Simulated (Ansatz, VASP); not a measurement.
**Yb in VASP and in Ansatz**

INCAR

```
  PREC = Accurate
  ENCUT = 520
  EDIFF = 1E-6
  ISMEAR = -1
  SIGMA = 0.05
  LREAL = F
  LASPH = T
  NELM = 150
  ALGO = Normal
  ISIF = 2
  LWAVE = F
  LCHARG = F
  ISPIN = 2
  MAGMOM = 2 2
  LORBIT = 11
  NUPDOWN = 4.0
  LMAXMIX = 6
  GGA = PE
  NBANDS = 35
```

File KPOINTS:

```
regular mesh
0
Gamma
  7 7 4
```

File POSCAR:

```
Yb
1.0
    3.8799000000      0.0000000000      0.0000000000
   -1.9399500000      3.3600919641      0.0000000000
    0.0000000000      0.0000000000      6.3859000000
Yb
2
Direct
    0.6666666667      0.3333333333      0.7500000000
    0.3333333333      0.6666666667      0.2500000000
```

The input input.yaml:

```yaml
crystal:
  lattice:
    - [3.8799, 0.0, 0.0]
    - [-1.93995, 3.3600919641, 0.0]
    - [0.0, 0.0, 6.3859]
  atoms:
    - { symbol: Yb, position: [0.6666666667, 0.3333333333, 0.75], spin: 2.0 }
    - { symbol: Yb, position: [0.3333333333, 0.6666666667, 0.25], spin: 2.0 }
hamiltonian:
  xc: pbe
  pseudopotentials: { kind: paw }
magnetization:
  spin_polarized: true
  initial_magnetization: 4.0
  spin_locking: { lock_magnetization: hard }
kpoints:
  mp_grid: { grid: [7, 7, 4] }
scf:
  occupations: { method: fermi_dirac, width: 0.05 }
  lower_state_search: "off"
output:
  forces: true
  stress: true
  eigenvalues: true
  write_density: true
  write_potential: true
  elf: true
  volumetric_format: npy
```

Alike in both runs: task single point; functional PBE; k mesh 7 × 7 × 4; occupations fermi-dirac, width 0.05 eV; collinear spin; fixed moment 4 μB.

|  | VASP | Ansatz |
| --- | --- | --- |
| version | VASP 6.6.1 | Ansatz 0.2.0 |
| potentials or method | VASP PAW PBE potentials, release 64 (Yb) | Ansatz PAW |
| plane-wave cutoff (eV) | 520 | 420 |
| valence electrons in the cell | 48 | 48 |

|  | VASP | Ansatz | Ansatz less VASP |
| --- | --- | --- | --- |
| pressure (GPa) | -2.8 | -2.9 | -0.09 |
| traceless stress, the component that is largest in VASP (GPa) | -1.58 | -1.22 | +0.354 |
| net moment per atom (μB) | 2.00 | 2.00 | 0.000 |
| size of the moment on the site where the two differ most (μB) | 0.88 | 1.26 | +0.384 |

Site moments also hang on the region over which each program counts them. The functional is the same, so the differences come from potentials, cutoffs and numerics.

Spin-orbit coupling is off throughout.
